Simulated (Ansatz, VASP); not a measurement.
# Co: VASP beside Ansatz

Contents of INCAR:

```
PREC = Accurate
ENCUT = 600
EDIFF = 1E-6
ISMEAR = -1
SIGMA = 0.1
LREAL = False
LASPH = True
NELM = 120
ALGO = Normal
ISIF = 2
LWAVE = False
LCHARG = True
GGA = PS
LELF = True
LVHAR = True
NBANDS = 16
GGA_COMPAT = False
```

File KPOINTS:

```
Automatic mesh
0
Gamma
  13 13 13
```

The input POSCAR:

```
Co
1.0
    0.0000000000      2.4244204375      2.4244204375
    2.4244204375      0.0000000000      2.4244204375
    2.4244204375      2.4244204375      0.0000000000
Co
2
Direct
    0.1250000000      0.1250000000      0.1250000000
    0.8750000000      0.8750000000      0.8750000000
```

Input for Ansatz:

```yaml
crystal:
  lattice:
    - [0.0, 2.4244204375, 2.4244204375]
    - [2.4244204375, 0.0, 2.4244204375]
    - [2.4244204375, 2.4244204375, 0.0]
  atoms:
    - { symbol: Co, position: [0.125, 0.125, 0.125] }
    - { symbol: Co, position: [0.875, 0.875, 0.875] }
hamiltonian:
  xc: pbesol
  pseudopotentials:
    kind: paw
    azcp:
      Co: "pseudopotentials/Co.paw.azcp"
basis:
  ecutwfc: 420
  fft_grid_basis: typed
kpoints:
  mp_grid: { grid: [13, 13, 13], shift: [0, 0, 0] }
magnetization:
  spin_polarized: false
scf:
  occupations: { method: fermi_dirac, width: 0.1 }
  lower_state_search: "off"
output:
  stress: true
```

Alike in both runs: task single point; functional PBEsol; k mesh 13 × 13 × 13; occupations fermi-dirac, width 0.1 eV; no spin polarisation.

|  | VASP | Ansatz |
| --- | --- | --- |
| version | VASP 6.6.1 | Ansatz 0.2.0 |
| potentials or method | VASP PAW PBE potentials, release 64 (Co), cutoff 600 eV | plane waves (420 eV) with PAW, scalar-relativistic |
| valence electrons in the cell | 18 | 34 |

```csv
,VASP,Ansatz,Ansatz less VASP
pressure (GPa),-1.5,-0.1,+1.42
```

VASP's potentials were made for PBE, not for PBEsol, and Ansatz warns of the same on its side. The functional is the same, so the differences come from potentials, cutoffs and numerics. VASP's potentials hold 18 valence electrons a cell and Ansatz's 34, so a difference there can come from the potentials and not from the codes.
